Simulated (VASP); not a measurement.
# WSe2 in VASP: a series of runs

Runs on WSe2. Level: PBE+D3(BJ). Tasks: single point.

Program: VASP 6.6.1. These are calculated values, not measurements. Logs are shortened: lines on timing, memory, paths and dates and some standing lists are left out, and cuts for length are marked.

### Step 1. The cell of the first run

The cell holds a slab with vacuum, 6 atoms: a = 3.285 Å, b = 3.285 Å, c = 24.239 Å, α = 90.00°, β = 90.00°, γ = 120.00°.

### Step 2. Single point, PBE+D3(BJ)

Contents of INCAR:

```
SYSTEM = WSe2
ALGO = Normal ; DIPOL = 0.5 0.5 0.401
EDIFF = 1E-6 ; ENCUT = 520
GGA = PE ; IDIPOL = 3
ISIF = 2 ; ISMEAR = 0
IVDW = 12 ; LASPH = .TRUE.
LCHARG = .FALSE. ; LDIPOL = .TRUE.
LREAL = .FALSE. ; LWAVE = .FALSE.
NBANDS = 35 ; NELM = 100
PREC = Accurate ; SIGMA = 0.05
```

Contents of KPOINTS:

```
k-points
0
G
  9 9 1
  0 0 0
```

Contents of POSCAR:

```
WSe2
1.0
    3.2854929596      0.0000000000      0.0000000000
   -1.6427464798      2.8453203669      0.0000000000
    0.0000000000      0.0000000000     24.2386467078
Se W
4 2
Direct
    0.3333333333      0.6666666667      0.1856539292
    0.3333333333      0.6666666667      0.3246601780
    0.3333333333      1.1666666667      0.4777215285
    0.3333333333      1.1666666667      0.6167277773
    0.6666666667      0.3333333333      0.2551570536
    0.0000000000      1.5000000000      0.5472246529
```

Potentials or basis: VASP PAW PBE potentials, release 64 (Se, W_sv).

The run is started by

```console
$ cat potpaw_PBE.64/Se/POTCAR potpaw_PBE.64/W_sv/POTCAR > POTCAR
$ mpirun -np 1 vasp_std > vasp.out
```

OUTCAR:

```text
SYSTEM = WSe2
   EDIFF = 1E-6
   ENCUT = 520
   GGA = PE
   ISIF = 2
   ISMEAR = 0
   IVDW = 12
   LASPH = .TRUE.
   LREAL = .FALSE.
   NELM = 100
   PREC = Accurate
 IVDW          = 12

 ion  position               nearest neighbor table
   1  0.333  0.667  0.186-   5 2.54   5 2.54   5 2.54
   2  0.333  0.667  0.325-   5 2.54   5 2.54   5 2.54
   3  0.333  0.167  0.478-   6 2.54   6 2.54   6 2.54
   4  0.333  0.167  0.617-   6 2.54   6 2.54   6 2.54
   5  0.667  0.333  0.255-   1 2.54   2 2.54   1 2.54   2 2.54   1 2.54   2 2.54
   6  0.000  0.500  0.547-   3 2.54   4 2.54   3 2.54   4 2.54   3 2.54   4 2.54

  LATTYP: Found a hexagonal cell.
 ALAT       =     3.2854929596
 C/A-ratio  =     7.3774763805

  Lattice vectors:

 A1 = (   3.2854929596,   0.0000000000,   0.0000000000)
 A2 = (  -1.6427464798,   2.8453203669,   0.0000000000)
 A3 = (   0.0000000000,   0.0000000000,  24.2386467078)

Analysis of symmetry for initial positions (statically):
=====================================================================
 Subroutine PRICEL returns:
 Original cell was already a primitive cell.

 Routine SETGRP: Setting up the symmetry group for a
 hexagonal supercell.

 Subroutine GETGRP returns: Found  4 space group operations
 (whereof  2 operations were pure point group operations)
 out of a pool of 24 trial point group operations.

The static configuration has the point symmetry C_1h.
 The point group associated with its full space group is C_2h.

Analysis of symmetry for dynamics (positions and initial velocities):
=====================================================================
 Subroutine PRICEL returns:
 Original cell was already a primitive cell.

 Routine SETGRP: Setting up the symmetry group for a
 hexagonal supercell.

 Subroutine GETGRP returns: Found  4 space group operations
 (whereof  2 operations were pure point group operations)
 out of a pool of 24 trial point group operations.

The dynamic configuration has the point symmetry C_1h.
 The point group associated with its full space group is C_2h.

 Subroutine INISYM returns: Found  4 space group operations
 (whereof  2 operations are pure point group operations),
 and found     1 'primitive' translations

----------------------------------------------------------------------------------------

                                     Primitive cell

  volume of cell :     226.5897

  direct lattice vectors                    reciprocal lattice vectors
[... 105 lines left out ...]
   NELECT =      52.0000    total number of electrons
   NUPDOWN=      -1.0000    fix difference up-down
   EMIN   =  10.00;   EMAX   =-10.00  energy-range for DOS
   EFERMI =   0.00;   METHOD = LEGACY
   ISMEAR =     0;   SIGMA  =   0.05  broadening in eV -4-tet -1-fermi 0-gaus
   EFERMI_NEDOS =   21; number of points for ismear=-14 and -15
   IALGO  =     38    algorithm
   IMIX   =      4    mixing-type and parameters
     AMIX     =   0.40;   BMIX     =  1.00
     AMIX_MAG =   1.60;   BMIX_MAG =  1.00
  volume/ion in A,a.u.               =      37.76       254.85
  Fermi-wavevector in a.u.,A,eV,Ry     =   1.002296  1.894064 13.668371  1.004597
  Thomas-Fermi vector in A             =   2.134774
   LORBIT       =      0    0 simple, 1 ext, 2 COOP (PROOUT), +10 PAW based schemes
   GGA     = PE    functional components
   LHFCALC =     F    Hartree Fock is set to
   AEXX    =    0.0000 exact exchange contribution
   IVDW    =    12    specifies the selected vdW correction
   LEPSILON=     F    determine dielectric tensor
   LRPA    =     F    only Hartree local field effects (RPA)
 non-spin polarized calculation
 Gauss-broadening in eV      SIGMA  =   0.05
  energy-cutoff  :      520.00
  volume of cell :      226.59
 maximum number of plane-waves:      6144
   NGX = 13   NGY = 13   NGZ = 91

 dipolmoment           0.000000      0.000000      0.000020 electrons x Angstroem

 number of electron      51.9999987 magnetization

 dipolmoment           0.000000      0.000000     -0.000002 electrons x Angstroem

 Free energy of the ion-electron system (eV)
  ---------------------------------------------------
  ext. energy  EPLUGINS =         0.00000000
  ---------------------------------------------------
  free energy    TOTEN  =       -43.21464777 eV

  energy without entropy =      -43.21464777  energy(sigma->0) =      -43.21464777

 E-fermi :   1.0970     XC(G=0):  -6.2882

 val. band max:        0.8731965453   @ k =   0.3333   0.3333   0.0000
 cond. band min:       2.4316568642   @ k =   0.2222   0.1111   0.0000
 fundamental gap:      1.5584603188
 Fermi energy:         1.0969615958

 k-point     1 :       0.0000    0.0000    0.0000
  band No.  band energies     occupation
      1     -73.1815      2.00000
      2     -73.1815      2.00000
      3     -37.4271      2.00000
      4     -37.4271      2.00000
      5     -37.2930      2.00000
      6     -37.2930      2.00000
[... 901 lines left out ...]
     34       5.6236      0.00000
     35       6.2985      0.00000

 [... further k-points ...]

------------------------ aborting loop because EDIFF is reached ----------------------------------------

 vacuum level on the upper side and lower side of the slab       (xc-potential included)        -0.152        -0.153

 Edisp (eV)   -2.28596

 E8    (eV) :    -1.0511

  FORCE on cell =-STRESS in cart. coord.  units (eV):
  Direction    XX          YY          ZZ          XY          YZ          ZX
  --------------------------------------------------------------------------------------
  -------------------------------------------------------------------------------------
  Total      -0.00437     0.01988    -0.36390    -0.02100     0.01723     0.02984
  in kB      -0.03091     0.14054    -2.57307    -0.14848     0.12181     0.21098
  external pressure =       -0.82 kB  Pullay stress =        0.00 kB

 VOLUME and BASIS-vectors are now :
 -----------------------------------------------------------------------------
  energy-cutoff  :      520.00
  volume of cell :      226.59
      direct lattice vectors                 reciprocal lattice vectors
     3.285492960  0.000000000  0.000000000     0.304368328  0.175727136  0.000000000
    -1.642746480  2.845320367  0.000000000     0.000000000  0.351454273  0.000000000
     0.000000000  0.000000000 24.238646708     0.000000000  0.000000000  0.041256429

 POSITION                                       TOTAL-FORCE (eV/Angst)
 -----------------------------------------------------------------------------------
     -0.00000      1.89688      4.50000         0.000973      0.000562     -0.039623
     -0.00000      1.89688      7.86932        -0.003784     -0.002184      0.127718
      0.82137      0.47422     11.57932         0.003784      0.002184     -0.127718
      0.82137      0.47422     14.94865        -0.000973     -0.000562      0.039623
      1.64275      0.94844      6.18466        -0.003800     -0.002194      0.035691
     -0.82137      1.42266     13.26399         0.003800      0.002194     -0.035691
 -----------------------------------------------------------------------------------
    total drift:                                0.000000     -0.000000     -0.000034

  FREE ENERGIE OF THE ION-ELECTRON SYSTEM (eV)
  ---------------------------------------------------
  free  energy   TOTEN  =       -45.5006118117 eV

  energy  without entropy=      -45.5006118117  energy(sigma->0) =      -45.50061181

 vacuum level on the upper side and lower side of the slab         5.819         5.819
```

OSZICAR:

```text
N       E                     dE             d eps       ncg     rms          rms(c)
DAV:   1     0.463661681499E+03    0.46366E+03   -0.27215E+04  2062   0.130E+03
DAV:   2    -0.134940709828E+02   -0.47716E+03   -0.46254E+03  2195   0.325E+02
DAV:   3    -0.442732710310E+02   -0.30779E+02   -0.30410E+02  2180   0.798E+01
[... 13 lines left out ...]
DAV:  17    -0.432145732339E+02   -0.35614E-04   -0.29229E-06  1658   0.574E-03    0.612E-03
DAV:  18    -0.432146234819E+02   -0.50248E-04   -0.24104E-06  1609   0.442E-03    0.234E-03
DAV:  19    -0.432146439861E+02   -0.20504E-04   -0.14295E-06  1567   0.284E-03    0.118E-03
DAV:  20    -0.432146470738E+02   -0.30878E-05   -0.17511E-07  1411   0.112E-03    0.308E-04
DAV:  21    -0.432146477709E+02   -0.69710E-06   -0.39484E-08  1104   0.549E-04
   1 F= -.45500612E+02 E0= -.45500612E+02  d E =-.139727E-11
```

stdout:

```text
POSCAR found type information on POSCAR SeW
 POSCAR found :  2 types and       6 ions
 scaLAPACK will be used
 LDA part: xc-table for (Slater+PW92), standard interpolation
 POSCAR, INCAR and KPOINTS ok, starting setup
 FFT: planning ... GRIDC
 FFT: planning ... GRID_SOFT
 FFT: planning ... GRID
 WAVECAR not read
 entering main loop
```

It took 11 min on 1 thread of AMD EPYC 7R13, shared host; peak memory 0.39 GiB.

Results:

- Free energy: -45.5006 eV
- Largest force: 0.128 eV/Å
- Band gap on the k mesh: 1.56 eV, indirect (least direct gap 1.65 eV)
- Dispersion energy per atom: -0.381 eV

Forces in eV/Å, atoms in the order of the input:
```
Se   0.001  0.001 -0.040
Se  -0.004 -0.002  0.128
Se   0.004  0.002 -0.128
Se  -0.001 -0.001  0.040
W   -0.004 -0.002  0.036
W    0.004  0.002 -0.036
```

Levels at points of the mesh, in eV from the valence-band top:
| k point | band 23 | band 24 | band 25 | band 26 | band 27 | band 28 | band 29 | band 30 |
| --- | --- | --- | --- | --- | --- | --- | --- | --- |
| (0.00, 0.00, 0.00) | -1.18 | -1.18 | -0.58 | -0.17 | 2.95 | 2.97 | 2.98 | 2.99 |

Caveat: spin-orbit coupling is left out, which moves the levels of the heavy elements.

### Step 3. Single point, PBE+D3(BJ)

Contents of INCAR:

```
PREC     = Accurate       # precision mode
ENCUT    = 520            # plane-wave cutoff, eV
EDIFF    = 1E-6           # SCF threshold, eV
ISMEAR   = 0              # smearing method
SIGMA    = 0.05           # smearing width, eV
LREAL    = F              # projectors in reciprocal space
LASPH    = T              # aspherical terms in the spheres
NELM     = 60             # most SCF steps
ALGO     = Normal         # electronic algorithm
ISIF     = 2              # what is computed and relaxed
LWAVE    = F              # write WAVECAR
LCHARG   = F              # write CHGCAR
LDIPOL   = T            
IDIPOL   = 3            
DIPOL    = 0.5 0.5 0.401
GGA      = PE             # functional
IVDW     = 12             # dispersion correction
NBANDS   = 35             # bands
```

Contents of KPOINTS:

```
Automatic mesh
0
Gamma
  9 9 1
```

Contents of POSCAR:

```
WSe2
1.0
    3.2854929596      0.0000000000      0.0000000000
   -1.6427464798      2.8453203669      0.0000000000
    0.0000000000      0.0000000000     24.2386467078
Se W
4 2
Direct
    0.3333333333      0.6666666667      0.1856539292
    0.3333333333      0.6666666667      0.3246601780
    0.5000000000      1.0000000000      0.4777215285
    0.5000000000      1.0000000000      0.6167277773
    0.6666666667      0.3333333333      0.2551570536
    0.1666666667      1.3333333333      0.5472246529
```

Potentials or basis: VASP PAW PBE potentials, release 64 (Se, W_sv).

The run is started by

```console
$ cat potpaw_PBE.64/Se/POTCAR potpaw_PBE.64/W_sv/POTCAR > POTCAR
$ mpirun -np 1 vasp_std > vasp.out
```

It took 10 min on 1 thread of AMD EPYC 7R13, shared host; peak memory 0.39 GiB.

It converged, with:

```
Free energy                : -45.4920 eV
Largest force              : 0.108 eV/Å
Band gap on the k mesh     : 1.56 eV, indirect (least direct gap 1.65 eV)
Dispersion energy per atom : -0.381 eV
```

Forces in eV/Å, atoms in the order of the input:
```
Se   0.000  0.001 -0.039
Se   0.000 -0.019  0.106
Se   0.000  0.019 -0.106
Se   0.000 -0.001  0.039
W    0.000 -0.012  0.028
W    0.000  0.012 -0.028
```

Levels at points of the mesh, in eV from the valence-band top:
```tsv
k point	band 24	band 25	band 26	band 27	band 28	band 29
(0.00, 0.00, 0.00)	-1.18	-0.59	-0.17	2.96	2.97	2.98
```

Caveat: spin-orbit coupling is left out, which moves the levels of the heavy elements.

### Step 4. Single point, PBE+D3(BJ)

Contents of INCAR:

```
SYSTEM = WSe2
PREC = Accurate
ENCUT = 520
EDIFF = 1E-6
ISMEAR = 0
SIGMA = 0.05
LREAL = .False.
LASPH = .True.
NELM = 60
ALGO = Normal
ISIF = 2
LWAVE = .False.
LCHARG = .True.
LDIPOL = .True.
IDIPOL = 3
DIPOL = 0.5 0.5 0.401
GGA = PE
IVDW = 12
LELF = .True.
LVHAR = .True.
LVACPOTAV = .True.
NBANDS = 35
```

Contents of KPOINTS:

```
Automatic mesh
0
Gamma
  9 9 1
  0 0 0
```

Contents of POSCAR:

```
WSe2
1.0
    3.2854929596      0.0000000000      0.0000000000
   -1.6427464798      2.8453203669      0.0000000000
    0.0000000000      0.0000000000     24.2386467078
Se W
4 2
Direct
    0.3333333333      0.6666666667      0.1856539292
    0.3333333333      0.6666666667      0.3246601780
    0.6666666667      0.8333333333      0.4777215285
    0.6666666667      0.8333333333      0.6167277773
    0.6666666667      0.3333333333      0.2551570536
    0.3333333333      1.1666666667      0.5472246529
```

The run is started by

```console
$ cat potpaw_PBE.64/Se/POTCAR potpaw_PBE.64/W_sv/POTCAR > POTCAR
$ mpirun -np 1 vasp_std > vasp.out
```

Wall time 11 min (1 thread of AMD EPYC 7R13, shared host); peak memory 0.39 GiB.

Results (log left out):

```yaml
Free_energy: -45.4891 eV
Largest_force: 0.100 eV/Å
Band_gap_on_the_k_mesh: 1.57 eV, indirect (least direct gap 1.66 eV)
Dispersion_energy_per_atom: -0.381 eV
```

Forces on the atoms (eV/Å):
```
Se   0.000  0.000 -0.040
Se  -0.013 -0.007  0.098
Se   0.013  0.007 -0.098
Se   0.000  0.000  0.040
W   -0.006 -0.004  0.029
W    0.006  0.004 -0.029
```

Levels at points of the mesh, in eV from the valence-band top:
```
           k point  band 22  band 23  band 24  band 25  band 26  band 27  band 28  band 29  band 30  band 31
(0.00, 0.00, 0.00)    -1.18    -1.17    -1.17    -0.58    -0.16     2.98     2.98     2.98     2.99     3.13
```

Caveat: spin-orbit coupling is left out, which moves the levels of the heavy elements.
